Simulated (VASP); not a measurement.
# CuAu3 (Pm-3m) in VASP: a series of runs

CuAu3 is run at these levels: LDA; tasks: single point.

Everything below comes from runs of VASP 6.6.1. Logs are shortened: lines on timing, memory, paths and dates and some standing lists are left out, and cuts for length are marked.

## Step 1: The cell of the first run

It takes space group Pm-3m (No. 221, cubic). Conventional cell: a = 3.899 Å, b = 3.899 Å, c = 3.899 Å, α = 90.00°, β = 90.00°, γ = 90.00°. Cu (site symmetry m-3m) has 12 Au at 2.76 Å within 3.6 Å. Within 3.6 Å of Au (site symmetry 4/mmm) lie 4 Cu at 2.76 Å and 8 Au at 2.76 Å.

## Step 2: Single point, LDA (14.82 Å³/atom)

File INCAR:

```
SYSTEM = CuAu3
ALGO = Normal
EDIFF = 1E-7
ENCUT = 520
ISIF = 2
ISMEAR = -1
LASPH = .True.
LCHARG = .False.
LREAL = .False.
LWAVE = .False.
NBANDS = 30
NELM = 100
PREC = Accurate
SIGMA = 0.05
```

File KPOINTS:

```
k-points
0
Gamma
  9 9 9
  0 0 0
```

File POSCAR:

```
CuAu3
1.0
    3.8987527127      0.0000000000      0.0000000000
    0.0000000000      3.8987527127      0.0000000000
    0.0000000000      0.0000000000      3.8987527127
Cu Au
1 3
Direct
    0.0000000000      0.0000000000      0.0000000000
    0.0000000000      0.5000000000      0.5000000000
    0.5000000000      0.0000000000      0.5000000000
    0.5000000000      0.5000000000      0.0000000000
```

Potentials or basis: VASP PAW LDA potentials, release 64 (Cu, Au).

Launch:

```bash
cat potpaw_LDA.64/Cu/POTCAR potpaw_LDA.64/Au/POTCAR > POTCAR
mpirun -np 1 vasp_std > vasp.out
```

OUTCAR:

```text
SYSTEM = CuAu3
   EDIFF = 1E-7
   ENCUT = 520
   ISIF = 2
   ISMEAR = -1
   LASPH = .True.
   LREAL = .False.
   NELM = 100
   PREC = Accurate

 ion  position               nearest neighbor table
   1  0.000  0.000  0.000-   2 2.76   3 2.76   4 2.76   2 2.76   3 2.76   2 2.76   4 2.76   2 2.76
                             3 2.76   4 2.76   3 2.76   4 2.76
   2  0.000  0.500  0.500-   1 2.76   3 2.76   4 2.76   1 2.76   4 2.76   1 2.76   3 2.76   1 2.76
                             3 2.76   4 2.76   4 2.76   3 2.76
   3  0.500  0.000  0.500-   1 2.76   2 2.76   4 2.76   1 2.76   4 2.76   2 2.76   4 2.76   4 2.76
                             1 2.76   2 2.76   1 2.76   2 2.76
   4  0.500  0.500  0.000-   1 2.76   2 2.76   3 2.76   2 2.76   3 2.76   1 2.76   3 2.76   3 2.76
                             1 2.76   2 2.76   2 2.76   1 2.76

  LATTYP: Found a simple cubic cell.
 ALAT       =     3.8987527127

  Lattice vectors:

 A1 = (   3.8987527127,   0.0000000000,   0.0000000000)
 A2 = (   0.0000000000,   3.8987527127,   0.0000000000)
 A3 = (   0.0000000000,   0.0000000000,   3.8987527127)

Analysis of symmetry for initial positions (statically):
=====================================================================
 Subroutine PRICEL returns:
 Original cell was already a primitive cell.

 Routine SETGRP: Setting up the symmetry group for a
 simple cubic supercell.

 Subroutine GETGRP returns: Found 48 space group operations
 (whereof 48 operations were pure point group operations)
 out of a pool of 48 trial point group operations.

The static configuration has the point symmetry O_h .

Analysis of symmetry for dynamics (positions and initial velocities):
=====================================================================
 Subroutine PRICEL returns:
 Original cell was already a primitive cell.

 Routine SETGRP: Setting up the symmetry group for a
 simple cubic supercell.

 Subroutine GETGRP returns: Found 48 space group operations
 (whereof 48 operations were pure point group operations)
 out of a pool of 48 trial point group operations.

The dynamic configuration has the point symmetry O_h .

 Subroutine INISYM returns: Found 48 space group operations
 (whereof 48 operations are pure point group operations),
 and found     1 'primitive' translations

----------------------------------------------------------------------------------------

                                     Primitive cell

  volume of cell :      59.2621

  direct lattice vectors                    reciprocal lattice vectors
     3.898752713  0.000000000  0.000000000     0.256492287  0.000000000  0.000000000
     0.000000000  3.898752713  0.000000000     0.000000000  0.256492287  0.000000000
     0.000000000  0.000000000  3.898752713     0.000000000  0.000000000  0.256492287

  length of vectors
     3.898752713  3.898752713  3.898752713     0.256492287  0.256492287  0.256492287

  position of ions in fractional coordinates (direct lattice)
     0.000000000  0.000000000  0.000000000
     0.000000000  0.500000000  0.500000000
     0.500000000  0.000000000  0.500000000
     0.500000000  0.500000000  0.000000000

  ion indices of the primitive-cell ions
   primitive index   ion index
                 1           1
                 2           2
                 3           3
                 4           4

----------------------------------------------------------------------------------------

 KPOINTS: k-points

Automatic generation of k-mesh.
 Grid dimensions read from file:
 generate k-points for:    9    9    9

 Generating k-lattice:

  Cartesian coordinates                     Fractional coordinates (reciprocal lattice)
     0.028499143  0.000000000  0.000000000     0.111111111  0.000000000  0.000000000
     0.000000000  0.028499143  0.000000000     0.000000000  0.111111111  0.000000000
     0.000000000  0.000000000  0.028499143     0.000000000  0.000000000  0.111111111

  Length of vectors
     0.028499143  0.028499143  0.028499143

  Shift w.r.t. Gamma in fractional coordinates (k-lattice)
     0.000000000  0.000000000  0.000000000

 Subroutine IBZKPT returns following result:
 ===========================================

 Found     35 irreducible k-points:

 Following reciprocal coordinates:
            Coordinates               Weight
  0.000000  0.000000  0.000000      1.000000
  0.111111  0.000000  0.000000      6.000000
  0.222222  0.000000  0.000000      6.000000
  0.333333  0.000000  0.000000      6.000000
  0.444444  0.000000  0.000000      6.000000
  0.111111  0.111111  0.000000     12.000000
[... 16 lines left out ...]
  0.333333  0.333333  0.111111     24.000000
  0.444444  0.333333  0.111111     48.000000
 [... further k-points ...]
   k-points           NKPTS =     35   k-points in BZ     NKDIM =     35   number of bands    NBANDS=     30
   number of dos      NEDOS =    301   number of ions     NIONS =      4
   total plane-waves  NPLWV =  27000
   dimension x,y,z NGX =    30 NGY =   30 NGZ =   30
   dimension x,y,z NGXF=    60 NGYF=   60 NGZF=   60
   ions per type =               1   3
   NGX,Y,Z   is equivalent  to a cutoff of  12.79, 12.79, 12.79 a.u.
   NGXF,Y,Z  is equivalent  to a cutoff of  25.58, 25.58, 25.58 a.u.
 SYSTEM =  CuAu3
   PREC   = accura    normal or accurate (medium, high low for compatibility)
   ISTART =      0    job   : 0-new  1-cont  2-samecut
   ICHARG =      2    charge: 1-file 2-atom 10-const
   ISPIN  =      1    spin polarized calculation?
   LNONCOLLINEAR =      F non collinear calculations
   LSORBIT =      F    spin-orbit coupling
   LASPH  =      T    aspherical Exc in radial PAW
   ENCUT  =  520.0 eV  38.22 Ry    6.18 a.u.   7.25  7.25  7.25*2*pi/ulx,y,z
   NELM   =    100;   NELMIN=  2; NELMDL= -5     # of ELM steps
   EDIFF  = 0.1E-06   stopping-criterion for ELM
   LREAL  =      F    real-space projection
   EDIFFG = 0.1E-05   stopping-criterion for IOM
   NSW    =      0    number of steps for IOM
   IBRION =     -1    ionic relax: 0-MD 1-quasi-New 2-CG
   NFREE  =      0    steps in history (QN), initial steepest desc. (CG)
   ISIF   =      2    stress and relaxation
   ISYM   =      2    0-nonsym 1-usesym 2-fastsym
   POTIM  = 0.5000    time-step for ionic-motion
   TEBEG  =    0.0;   TEEND  =   0.0 temperature during run
   PSTRESS=    0.0 pullay stress
   NELECT =      44.0000    total number of electrons
   NUPDOWN=      -1.0000    fix difference up-down
   EMIN   =  10.00;   EMAX   =-10.00  energy-range for DOS
   EFERMI =   0.00;   METHOD = LEGACY
   ISMEAR =    -1;   SIGMA  =   0.05  broadening in eV -4-tet -1-fermi 0-gaus
   EFERMI_NEDOS =   21; number of points for ismear=-14 and -15
   IALGO  =     38    algorithm
   IMIX   =      4    mixing-type and parameters
     AMIX     =   0.40;   BMIX     =  1.00
     AMIX_MAG =   1.60;   BMIX_MAG =  1.00
  volume/ion in A,a.u.               =      14.82        99.98
  Fermi-wavevector in a.u.,A,eV,Ry     =   1.482404  2.801338 29.899114  2.197523
  Thomas-Fermi vector in A             =   2.596195
   LORBIT       =      0    0 simple, 1 ext, 2 COOP (PROOUT), +10 PAW based schemes
   GGA     = CA    functional components
   LHFCALC =     F    Hartree Fock is set to
   AEXX    =    0.0000 exact exchange contribution
   IVDW    =     0    specifies the selected vdW correction
   LEPSILON=     F    determine dielectric tensor
   LRPA    =     F    only Hartree local field effects (RPA)
 non-spin polarized calculation
  energy-cutoff  :      520.00
  volume of cell :       59.26
 maximum number of plane-waves:      1608
 NGX is ok and might be reduce to    30
   NGX = 15   NGY = 15   NGZ = 15

 number of electron      43.9999995 magnetization

 Free energy of the ion-electron system (eV)
  ---------------------------------------------------
  ext. energy  EPLUGINS =         0.00000000
  ---------------------------------------------------
  free energy    TOTEN  =       -18.10140840 eV

  energy without entropy =      -18.09236728  energy(sigma->0) =      -18.09688784

 E-fermi :  10.0982     XC(G=0): -13.3488

 val. band max:       10.0866123329   @ k =   0.4444   0.4444   0.1111
 cond. band min:      10.1048979386   @ k =   0.3333   0.3333   0.2222
 fundamental gap:      0.0182856057
 Fermi energy:        10.0982426866

 k-point     1 :       0.0000    0.0000    0.0000
  band No.  band energies     occupation
      1      -0.5713      2.00000
      2       1.9000      2.00000
      3       2.8026      2.00000
      4       2.8026      2.00000
      5       2.8026      2.00000
      6       2.9367      2.00000
[... 22 lines left out ...]
     29      19.9058      0.00000
     30      19.9058      0.00000

 k-point     2 :       0.1111    0.0000    0.0000
  band No.  band energies     occupation
      1      -0.4168      2.00000
      2       1.9964      2.00000
      3       2.8463      2.00000
      4       2.8873      2.00000
      5       2.8873      2.00000
      6       2.9643      2.00000
[... 22 lines left out ...]
     29      19.9426      0.00000
     30      20.0237      0.00000

 k-point     3 :       0.2222    0.0000    0.0000
  band No.  band energies     occupation
      1       0.0323      2.00000
      2       2.2633      2.00000
      3       2.9672      2.00000
      4       3.0238      2.00000
      5       3.1379      2.00000
      6       3.1379      2.00000
[... 22 lines left out ...]
     29      19.9268      0.00000
     30      20.0672      0.00000

 k-point     4 :       0.3333    0.0000    0.0000
  band No.  band energies     occupation
      1       0.7172      2.00000
      2       2.6084      2.00000
      3       3.0461      2.00000
      4       3.1293      2.00000
      5       3.5396      2.00000
      6       3.5396      2.00000
[... 616 lines left out ...]
     29      20.5398      0.00000
     30      21.7767      0.00000

 k-point    23 :       0.3333    0.3333    0.1111
  band No.  band energies     occupation
      1       1.7969      2.00000
      2       3.1803      2.00000
      3       3.4150      2.00000
      4       3.5414      2.00000
      5       3.7636      2.00000
      6       4.2842      2.00000
[... 22 lines left out ...]
     29      21.5636      0.00000
     30      22.0273      0.00000

 k-point    24 :       0.4444    0.3333    0.1111
  band No.  band energies     occupation
      1       2.3442      2.00000
      2       3.0547      2.00000
      3       3.3567      2.00000
      4       3.6936      2.00000
      5       3.9822      2.00000
      6       4.2523      2.00000
[... 22 lines left out ...]
     29      20.4048      0.00000
     30      21.3647      0.00000

 [... further k-points ...]

------------------------ aborting loop because EDIFF is reached ----------------------------------------

  FORCE on cell =-STRESS in cart. coord.  units (eV):
  Direction    XX          YY          ZZ          XY          YZ          ZX
  --------------------------------------------------------------------------------------
  -------------------------------------------------------------------------------------
  Total        2.5164622      2.5164622      2.5164622     -0.0000000     -0.0000000     -0.0000000
  in kB       68.0336729     68.0336729     68.0336729     -0.0000000     -0.0000000     -0.0000000
  external PRESSURE =      68.0336729 kB  Pullay stress =       0.0000000 kB

 VOLUME and BASIS-vectors are now :
 -----------------------------------------------------------------------------
  energy-cutoff  :      520.00
  volume of cell :       59.26
      direct lattice vectors                 reciprocal lattice vectors
     3.898752713  0.000000000  0.000000000     0.256492287  0.000000000  0.000000000
     0.000000000  3.898752713  0.000000000     0.000000000  0.256492287  0.000000000
     0.000000000  0.000000000  3.898752713     0.000000000  0.000000000  0.256492287

 POSITION                                       TOTAL-FORCE (eV/Angst)
 -----------------------------------------------------------------------------------
      0.00000      0.00000      0.00000         0.000000      0.000000      0.000000
      0.00000      1.94938      1.94938         0.000000      0.000000      0.000000
      1.94938      0.00000      1.94938         0.000000      0.000000      0.000000
      1.94938      1.94938      0.00000         0.000000      0.000000      0.000000
 -----------------------------------------------------------------------------------
    total drift:                                0.000000      0.000000     -0.000000

  FREE ENERGIE OF THE ION-ELECTRON SYSTEM (eV)
  ---------------------------------------------------
  free  energy   TOTEN  =       -18.1014084004 eV

  energy  without entropy=      -18.0923672793  energy(sigma->0) =      -18.09688784
```

Run time: 31 s. Hardware: 1 thread of AMD EPYC 9R45 (Zen 5), shared host; peak memory 0.15 GiB.

What came out:

| Property | Result |
| --- | --- |
| Free energy | -18.1014 eV |
| Pressure | 6.8 GPa |
| Band gap on the k mesh | zero (bands 22 and 23 overlap by 1.67 eV) |

Caveat: the cell stands under pressure; spin-orbit coupling is left out, which moves the levels of the heavy elements.

## Step 3: Single point, LDA (15.45 Å³/atom)

This run uses another cell than the first one, of 15.45 Å³/atom.

File INCAR:

```
PREC = Accurate
ENCUT = 520
EDIFF = 1E-7
ISMEAR = -1
SIGMA = 0.05
LREAL = False
LASPH = True
NELM = 100
ALGO = Normal
ISIF = 2
LWAVE = False
LCHARG = True
GGA = CA
LELF = True
LVHAR = True
NBANDS = 30
```

File KPOINTS:

```
regular mesh
0
Gamma
  9 9 9
```

File POSCAR:

```
CuAu3
1.0
    3.9532877858      0.0000000000      0.0000000000
    0.0000000000      3.9532877858      0.0000000000
    0.0000000000      0.0000000000      3.9532877858
Cu Au
1 3
Direct
    0.0000000000      0.0000000000      0.0000000000
    0.0000000000      0.5000000000      0.5000000000
    0.5000000000      0.0000000000      0.5000000000
    0.5000000000      0.5000000000      0.0000000000
```

Potentials or basis: VASP PAW LDA potentials, release 64 (Cu, Au).

Launch:

```bash
cat potpaw_LDA.64/Cu/POTCAR potpaw_LDA.64/Au/POTCAR > POTCAR
mpirun -np 1 vasp_std > vasp.out
```

Wall time 34 s (1 thread of AMD EPYC 9R45 (Zen 5), shared host); peak memory 0.16 GiB.

It converged, with:

| Property | Result |
| --- | --- |
| Free energy | -18.1409 eV |
| Pressure | -1.7 GPa |
| Band gap on the k mesh | zero (bands 22 and 23 overlap by 1.61 eV) |

Levels at points of the mesh, in eV from the Fermi level:
```csv
k point,band 18,band 19,band 20,band 21,band 22,band 23,band 24,band 25,band 26,band 27
"(0.00, 0.00, 0.00)",-1.55,-1.55,-1.55,-1.55,0.91,0.91,0.91,6.10,6.10,6.88
```

Caveat: spin-orbit coupling is left out, which moves the levels of the heavy elements.

(Part 1 of 2 ends here.)
